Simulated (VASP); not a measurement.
Here is a VASP 6.6.1 calculation.

File INCAR:

```
SYSTEM = KI2
PREC = Accurate
ENCUT = 600
EDIFF = 1E-6
ISMEAR = 0
SIGMA = 0.1
LREAL = .FALSE.
LASPH = .TRUE.
NELM = 100
ALGO = Normal
ISIF = 3
LWAVE = .FALSE.
LCHARG = .FALSE.
GGA = PE
IBRION = 2
NSW = 100
EDIFFG = -0.01
```

KPOINTS

```
regular mesh
0
G
  10 10 10
  0 0 0
```

The input POSCAR:

```
KI2
1.0
    0.0000000000      4.2456182766      4.2456182766
    4.2456182766      0.0000000000      4.2456182766
    4.2456182766      4.2456182766      0.0000000000
K I
1 2
Direct
    0.2500000000      0.2500000000      0.2500000000
    0.7500000000      0.7500000000      0.7500000000
    0.5000000000      0.5000000000      0.5000000000
```

Potentials or basis: VASP PAW PBE potentials, release 64 (K_sv, I).

Command:

```sh
$ cat potpaw_PBE.64/K_sv/POTCAR potpaw_PBE.64/I/POTCAR > POTCAR
$ mpirun -np 1 vasp_std > vasp.out
```

(1) Predict the band gap on the k mesh.

(2) Predict the relaxed volume.

(3) Predict the relaxed cell.

(4) Predict the space group after relaxing (to 0.1 Å).

## Answers

(1) zero (an odd number of electrons rules out a gap without spin polarisation).

(2) 52.15 Å³/atom.

(3) a = 6.048 Å, b = 6.048 Å, c = 6.048 Å, α = 60.00°, β = 60.00°, γ = 60.00°.

(4) F-43m (No. 216).

Caveat: spin-orbit coupling is left out, which moves the levels of the heavy elements; an odd number of electrons without spin polarisation forces a metal; a magnetic or distorted state may lie lower.
